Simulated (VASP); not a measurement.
# SrCl2 in VASP: notebook

The runs below take SrCl2 through electric field gradients, with LDA.

Everything below comes from runs of VASP 6.6.1. Logs are shortened: lines on timing, memory, paths and dates and some standing lists are left out, and cuts for length are marked.

## (1) The cell of the first run

It takes space group I4/mmm (No. 139, tetragonal). The conventional cell has a = 4.929 Å, b = 4.929 Å, c = 7.110 Å, α = 90.00°, β = 90.00°, γ = 90.00°. Sr (site symmetry 4/mmm) has 8 Cl at 3.04 Å within 4.0 Å. Within 4.0 Å of Cl (site symmetry -4m2) lie 4 Sr at 3.04 Å and 6 Cl at 3.49 to 3.56 Å.

## (2) Electric field gradients, LDA (zz strain of +2 %)

INCAR reads:

```
SYSTEM = SrCl2
ALGO = Normal ; EDIFF = 1E-8
ENCUT = 520 ; GGA = CA
ISIF = 2 ; ISMEAR = -1
LASPH = .TRUE. ; LCHARG = .FALSE.
LEFG = .TRUE. ; LREAL = .FALSE.
LWAVE = .FALSE. ; NBANDS = 19
NELM = 80 ; PREC = Accurate
SIGMA = 0.01
```

KPOINTS reads:

```
k-points
0
G
  8 8 8
  0 0 0
```

POSCAR reads:

```
SrCl2
1.0
    0.0000000000      3.4855000000      3.5552100000
    3.4855000000      0.0000000000      3.5552100000
    3.4855000000      3.4855000000      0.0000000000
Sr Cl
1 2
Direct
    0.0000000000      0.0000000000      0.0000000000
    0.2500000000      0.2500000000      0.2500000000
    0.7500000000      0.7500000000      0.7500000000
```

Potentials or basis: VASP PAW LDA potentials, release 64 (Sr_sv, Cl).

Command:

```sh
$ cat potpaw_LDA.64/Sr_sv/POTCAR potpaw_LDA.64/Cl/POTCAR > POTCAR
$ mpirun -np 1 vasp_std > vasp.out
```

OUTCAR:

```text
SYSTEM = SrCl2
   EDIFF = 1E-8
   ENCUT = 520
   GGA = CA
   ISIF = 2
   ISMEAR = -1
   LASPH = .TRUE.
   LREAL = .FALSE.
   NELM = 80
   PREC = Accurate

 ion  position               nearest neighbor table
   1  0.000  0.000  0.000-   3 3.04   3 3.04   3 3.04   2 3.04   3 3.04   2 3.04   2 3.04   2 3.04

   2  0.250  0.250  0.250-   1 3.04   1 3.04   1 3.04   1 3.04
   3  0.750  0.750  0.750-   1 3.04   1 3.04   1 3.04   1 3.04

  LATTYP: Found a body centered tetragonal cell.
 ALAT       =     4.9292413717
 C/A-ratio  =     1.4424978336

  Lattice vectors:

 A1 = (  -3.4855000000,   0.0000000000,   3.5552100000)
 A2 = (   3.4855000000,   0.0000000000,   3.5552100000)
 A3 = (   0.0000000000,   3.4855000000,  -3.5552100000)

Analysis of symmetry for initial positions (statically):
=====================================================================
 Subroutine PRICEL returns:
 Original cell was already a primitive cell.

 Routine SETGRP: Setting up the symmetry group for a
 body centered tetragonal supercell.

 Subroutine GETGRP returns: Found 16 space group operations
 (whereof 16 operations were pure point group operations)
 out of a pool of 16 trial point group operations.

The static configuration has the point symmetry D_4h.

Analysis of symmetry for dynamics (positions and initial velocities):
=====================================================================
 Subroutine PRICEL returns:
 Original cell was already a primitive cell.

 Routine SETGRP: Setting up the symmetry group for a
 body centered tetragonal supercell.

 Subroutine GETGRP returns: Found 16 space group operations
 (whereof 16 operations were pure point group operations)
 out of a pool of 16 trial point group operations.

The dynamic configuration has the point symmetry D_4h.

 Subroutine INISYM returns: Found 16 space group operations
 (whereof 16 operations are pure point group operations),
 and found     1 'primitive' translations

----------------------------------------------------------------------------------------

                                     Primitive cell

  volume of cell :      86.3824

  direct lattice vectors                    reciprocal lattice vectors
     0.000000000  3.485500000  3.555210000    -0.143451442  0.143451442  0.140638668
     3.485500000  0.000000000  3.555210000     0.143451442 -0.143451442  0.140638668
     3.485500000  3.485500000  0.000000000     0.143451442  0.143451442 -0.140638668

  length of vectors
     4.978777801  4.978777801  4.929241372     0.246851914  0.246851914  0.246851914

  position of ions in fractional coordinates (direct lattice)
     0.000000000  0.000000000  0.000000000
     0.250000000  0.250000000  0.250000000
     0.750000000  0.750000000  0.750000000

  ion indices of the primitive-cell ions
   primitive index   ion index
                 1           1
                 2           2
                 3           3

----------------------------------------------------------------------------------------

 KPOINTS: k-points

Automatic generation of k-mesh.
 Grid dimensions read from file:
 generate k-points for:    8    8    8

 Generating k-lattice:

  Cartesian coordinates                     Fractional coordinates (reciprocal lattice)
    -0.017931430  0.017931430  0.017579834     0.125000000  0.000000000  0.000000000
     0.017931430 -0.017931430  0.017579834     0.000000000  0.125000000  0.000000000
     0.017931430  0.017931430 -0.017579834    -0.000000000 -0.000000000  0.125000000

  Length of vectors
     0.030856489  0.030856489  0.030856489

  Shift w.r.t. Gamma in fractional coordinates (k-lattice)
     0.000000000  0.000000000  0.000000000

 Subroutine IBZKPT returns following result:
 ===========================================

 Found     59 irreducible k-points:

 Following reciprocal coordinates:
            Coordinates               Weight
  0.000000  0.000000  0.000000      1.000000
  0.125000  0.000000  0.000000      8.000000
  0.250000  0.000000  0.000000      8.000000
  0.375000  0.000000  0.000000      8.000000
  0.500000  0.000000  0.000000      4.000000
  0.125000  0.125000  0.000000      2.000000
[... 16 lines left out ...]
  0.250000  0.000000  0.125000     16.000000
  0.375000  0.000000  0.125000     16.000000
 [... further k-points ...]
   k-points           NKPTS =     59   k-points in BZ     NKDIM =     59   number of bands    NBANDS=     19
   number of dos      NEDOS =    301   number of ions     NIONS =      3
   total plane-waves  NPLWV =  64000
   dimension x,y,z NGX =    40 NGY =   40 NGZ =   40
   dimension x,y,z NGXF=    80 NGYF=   80 NGZF=   80
   ions per type =               1   2
   NGX,Y,Z   is equivalent  to a cutoff of  13.36, 13.36, 13.49 a.u.
   NGXF,Y,Z  is equivalent  to a cutoff of  26.71, 26.71, 26.98 a.u.
 SYSTEM =  SrCl2
   PREC   = accura    normal or accurate (medium, high low for compatibility)
   ISTART =      0    job   : 0-new  1-cont  2-samecut
   ICHARG =      2    charge: 1-file 2-atom 10-const
   ISPIN  =      1    spin polarized calculation?
   LNONCOLLINEAR =      F non collinear calculations
   LSORBIT =      F    spin-orbit coupling
   LASPH  =      T    aspherical Exc in radial PAW
   ENCUT  =  520.0 eV  38.22 Ry    6.18 a.u.   9.26  9.26  9.17*2*pi/ulx,y,z
   NELM   =     80;   NELMIN=  2; NELMDL= -5     # of ELM steps
   EDIFF  = 0.1E-07   stopping-criterion for ELM
   LREAL  =      F    real-space projection
   EDIFFG = 0.1E-06   stopping-criterion for IOM
   NSW    =      0    number of steps for IOM
   IBRION =     -1    ionic relax: 0-MD 1-quasi-New 2-CG
   NFREE  =      0    steps in history (QN), initial steepest desc. (CG)
   ISIF   =      2    stress and relaxation
   ISYM   =      2    0-nonsym 1-usesym 2-fastsym
   POTIM  = 0.5000    time-step for ionic-motion
   TEBEG  =    0.0;   TEEND  =   0.0 temperature during run
   PSTRESS=    0.0 pullay stress
   NELECT =      24.0000    total number of electrons
   NUPDOWN=      -1.0000    fix difference up-down
   EMIN   =  10.00;   EMAX   =-10.00  energy-range for DOS
   EFERMI =   0.00;   METHOD = LEGACY
   ISMEAR =    -1;   SIGMA  =   0.01  broadening in eV -4-tet -1-fermi 0-gaus
   EFERMI_NEDOS =   21; number of points for ismear=-14 and -15
   IALGO  =     38    algorithm
   IMIX   =      4    mixing-type and parameters
     AMIX     =   0.40;   BMIX     =  1.00
     AMIX_MAG =   1.60;   BMIX_MAG =  1.00
  volume/ion in A,a.u.               =      28.79       194.31
  Fermi-wavevector in a.u.,A,eV,Ry     =   1.068243  2.018687 15.526198  1.141143
  Thomas-Fermi vector in A             =   2.203885
   LORBIT       =      0    0 simple, 1 ext, 2 COOP (PROOUT), +10 PAW based schemes
   GGA     = CA    functional components
   LHFCALC =     F    Hartree Fock is set to
   AEXX    =    0.0000 exact exchange contribution
   IVDW    =     0    specifies the selected vdW correction
   LEPSILON=     F    determine dielectric tensor
   LRPA    =     F    only Hartree local field effects (RPA)
 non-spin polarized calculation
  energy-cutoff  :      520.00
  volume of cell :       86.38
 maximum number of plane-waves:      2339
 NGX is ok and might be reduce to    40
   NGX = 19   NGY = 19   NGZ = 19

 number of electron      23.9999998 magnetization

 Free energy of the ion-electron system (eV)
  ---------------------------------------------------
  ext. energy  EPLUGINS =         0.00000000
  ---------------------------------------------------
  free energy    TOTEN  =       -13.99493269 eV

  energy without entropy =      -13.99493269  energy(sigma->0) =      -13.99493269

 E-fermi :   0.1912     XC(G=0):  -8.7263

 val. band max:       -0.1112189842   @ k =   0.5000   0.0000   0.5000
 cond. band min:       4.6586017122   @ k =   0.0000   0.0000   0.0000
 fundamental gap:      4.7698206965
 Fermi energy:         0.1912001219

 k-point     1 :       0.0000    0.0000    0.0000
  band No.  band energies     occupation
      1     -32.9039      2.00000
      2     -14.9982      2.00000
      3     -14.9982      2.00000
      4     -14.9936      2.00000
      5     -13.3349      2.00000
      6     -12.4857      2.00000
[... 11 lines left out ...]
     18       8.5467      0.00000
     19       8.9283      0.00000
[... 485 lines left out ...]
 k-point    24 :       0.3750    0.0000    0.1250
  band No.  band energies     occupation
      1     -32.9013      2.00000
      2     -15.2113      2.00000
      3     -15.0278      2.00000
      4     -15.0111      2.00000
      5     -12.9164      2.00000
      6     -12.6332      2.00000
[... 11 lines left out ...]
     18       8.1301      0.00000
     19       8.8765      0.00000

 [... further k-points ...]
[... 5 lines left out ...]
  --------------------------------------------------------------------------------------
  -------------------------------------------------------------------------------------
  Total       -1.5770180     -1.5770180     -2.0911525      0.0000000      0.0000000      0.0000000
  in kB      -29.2497264    -29.2497264    -38.7856313      0.0000000      0.0000000      0.0000000
  external PRESSURE =     -32.4283614 kB  Pullay stress =       0.0000000 kB

 VOLUME and BASIS-vectors are now :
 -----------------------------------------------------------------------------
  energy-cutoff  :      520.00
  volume of cell :       86.38
      direct lattice vectors                 reciprocal lattice vectors
     0.000000000  3.485500000  3.555210000    -0.143451442  0.143451442  0.140638668
     3.485500000  0.000000000  3.555210000     0.143451442 -0.143451442  0.140638668
     3.485500000  3.485500000  0.000000000     0.143451442  0.143451442 -0.140638668

 POSITION                                       TOTAL-FORCE (eV/Angst)
 -----------------------------------------------------------------------------------
      0.00000      0.00000      0.00000        -0.000000      0.000000      0.000000
      1.74275      1.74275      1.77761         0.000000      0.000000     -0.000000
      5.22825      5.22825      5.33282        -0.000000     -0.000000      0.000000
 -----------------------------------------------------------------------------------
    total drift:                               -0.000000     -0.000000      0.000000

  FREE ENERGIE OF THE ION-ELECTRON SYSTEM (eV)
  ---------------------------------------------------
  free  energy   TOTEN  =       -13.9949326902 eV

  energy  without entropy=      -13.9949326902  energy(sigma->0) =      -13.99493269

 Electric field gradients (V/A^2)
---------------------------------------------------------------------
 ion       V_xx      V_yy      V_zz      V_xy      V_xz      V_yz
---------------------------------------------------------------------
   1       1.807     1.807    -3.614    -0.000    -0.000    -0.000
   2      -3.000    -3.000     5.999    -0.000    -0.000    -0.000
   3      -3.000    -3.000     5.999    -0.000    -0.000    -0.000
---------------------------------------------------------------------

 Electric field gradients after diagonalization (V/A^2)
 (convention: |V_zz| > |V_xx| > |V_yy|)
----------------------------------------------------------------------
 ion       V_xx      V_yy      V_zz     asymmetry (V_yy - V_xx)/ V_zz
----------------------------------------------------------------------
   1       1.807     1.807    -3.614       0.000
   2      -3.000    -2.999     5.999       0.000
   3      -3.000    -2.999     5.999       0.000
----------------------------------------------------------------------

           NMR quadrupolar parameters

 Cq : quadrupolar parameter    Cq=e*Q*V_zz/h
 eta: asymmetry parameters     (V_yy - V_xx)/ V_zz
 Q  : nuclear electric quadrupole moment in mb (millibarn)
----------------------------------------------------------------------
 ion       Cq(MHz)       eta       Q (mb)
----------------------------------------------------------------------
   1      -0.009       0.000       1.000
   2       0.015       0.000       1.000
   3       0.015       0.000       1.000
----------------------------------------------------------------------
```

It took 66 s on 1 thread of Intel Xeon Platinum 8559C (Emerald Rapids), shared host; peak memory 0.24 GiB.

What came out:

* Free energy: -13.9949 eV
* Pressure: -3.2 GPa
* Band gap on the k mesh: 4.77 eV, indirect (least direct gap 5.10 eV)

Levels at points of the mesh, in eV from the valence-band top:
```tsv
k point	band 8	band 9	band 10	band 11	band 12	band 13	band 14	band 15	band 16	band 17
(0.00, 0.00, 0.00)	-2.19	-2.14	-0.48	-0.33	-0.33	4.77	5.73	5.85	8.58	8.66
(0.50, 0.00, 0.00)	-1.60	-1.57	-1.38	-1.10	-1.09	6.37	6.40	7.19	7.38	8.25
(0.50, 0.50, 0.00)	-1.93	-1.93	-0.42	-0.42	-0.12	5.12	6.62	7.27	7.68	7.68
(0.50, 0.00, 0.50)	-1.97	-1.89	-0.55	-0.38	0.00	5.11	6.77	7.27	7.76	7.81
```

Electric field gradients, principal values (V/Å²):
```csv
atom,least,middle,greatest (by size)
1 Sr,1.807,1.807,-3.614
2 Cl,-2.999,-3.000,5.999
3 Cl,-2.999,-3.000,5.999
```

Caveat: the cell differs from its parent crystal (zz strain of +2 %); without QUAD_EFG the Cq values of the log hold for a quadrupole moment of 1 mb, not for the nuclei. A k mesh can miss the band edges.

(Continued in part 2 of 3.)
